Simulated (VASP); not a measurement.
Si: relaxation of cell and atoms with r2SCAN

Si:

```
CELL_PARAMETERS angstrom
-1.52148 1.52148 1.52148
1.52148 -1.52148 1.52148
1.52148 1.52148 -1.52148
ATOMIC_POSITIONS crystal
Si 0.00000 0.00000 0.00000
```

- Program: VASP 6.6.1
- Task: relaxation of cell and atoms
- Functional: r2SCAN
- Potentials or basis: VASP PAW PBE potentials, release 64 (Si)
- Cutoff: 600 eV
- k mesh: 20 × 20 × 20
- Occupations: gaussian, width 0.1 eV
- Spin: no spin polarisation
- Dipole correction: no
- Further INCAR settings: ALGO = Normal; EDIFF = 1e-07; IBRION = 2; EDIFFG = -0.01; NSW = 80; ISIF = 3

```yaml
Relaxed_volume: 14.14 Å³/atom
Relaxed_cell: a = 2.639 Å, b = 2.639 Å, c = 2.639 Å, α = 109.47°, β = 109.47°, γ = 109.47°
Space_group_after_relaxing_to_0.05_Å: Im-3m (No. 229)
Energy_gained_by_relaxing: 0.0 meV/atom
Ionic_steps: 2
Pressure_after_relaxing: -0.1 GPa
Band_gap_on_the_k_mesh: zero (band 2 reaches 23.12 eV, above the bottom of band 3 at 5.84 eV)
```

Final structure:
```yaml
crystal:
  lattice:
    - [-1.52337, 1.52337, 1.52337]
    - [1.52337, -1.52337, 1.52337]
    - [1.52337, 1.52337, -1.52337]
  atoms:
    - { symbol: Si, position: [0.00000, 0.00000, 0.00000] }
```

Levels at points of the mesh, in eV from the Fermi level:
```
           k point  band 1  band 2  band 3  band 4  band 5
(0.00, 0.00, 0.00)  -15.50   12.70   12.70   12.70   13.43
(0.50, 0.00, 0.00)   -7.35   -7.26    6.07    8.00    8.88
(0.50, 0.50, 0.50)   -0.59   -0.59   -0.59    1.94    2.24
```

Wall time 2.4 min on 1 thread of Intel Xeon 8259CL (shared host), peak memory 0.15 GiB.

Caveat: the PAW data sets were made with another functional, which shifts forces and pressure a little. Zero-point motion and thermal expansion aren't in these numbers.
